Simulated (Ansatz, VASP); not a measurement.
## Two plane-wave programs on Ti

```
Ti
1.0
    -1.56021    1.56021    1.56021
     1.56021   -1.56021    1.56021
     1.56021    1.56021   -1.56021
Ti
1
Direct
  0.00000 0.00000 0.00000
```

Alike in both runs: task single point; functional r2SCAN; k mesh 15 × 15 × 15; occupations fermi-dirac, width 0.1 eV; no spin polarisation.

|  | VASP | Ansatz |
| --- | --- | --- |
| version | VASP 6.6.1 | Ansatz 0.2.0 |
| potentials or method | VASP PAW PBE potentials, release 64 (Ti_sv), cutoff 520 eV | plane waves (500 eV) with PAW, scalar-relativistic |
| valence electrons in the cell | 12 | 12 |

```tsv
	VASP	Ansatz	Ansatz less VASP
pressure (GPa)	17.8	17.2	-0.62
```

VASP's potentials were made for PBE, not for r2SCAN.
